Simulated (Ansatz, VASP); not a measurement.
## Two plane-wave programs on Be

```
Be
1.0
     3.78428    0.00000    0.00000
     0.00000    3.78428    0.00000
     0.00000    0.00000    2.28128
Be
4
Direct
  0.29741 0.29741 0.00000
  0.70259 0.70259 0.00000
  0.20259 0.79741 0.50000
  0.79741 0.20259 0.50000
```

Change from the starting cell: equal xx and yy strain of +1 %, PAW files.

Alike in both runs: task electric field gradients; functional PBE; k mesh 9 × 9 × 14; occupations fermi-dirac, width 0.05 eV; no spin polarisation.

```csv
,VASP,Ansatz
version,VASP 6.6.1,Ansatz 0.2.0
potentials or method,"VASP PAW PBE potentials, release 64 (Be)","PAW with Ansatz's default frozen-core files, scalar-relativistic"
plane-wave cutoff (eV),520,420
valence electrons in the cell,8,8
```

VASP gave:

- pressure (GPa): -2.1
- traceless stress, the component that is largest in VASP (GPa): -0.52
- rms of the force components (eV/Å): 0.033
- size of Vzz on the site where it differs most (V/Å²): 1.8

Task: Estimate Ansatz's values.

Result: Pressure (GPa): -2.2; traceless stress, the component that is largest in VASP (GPa): -0.52; rms of the force components (eV/Å): 0.034; size of Vzz on the site where it differs most (V/Å²): 1.4.

Atom by atom the forces differ by 0.001 eV/Å (rms over components). The functional is the same, so the differences come from potentials, cutoffs and numerics.
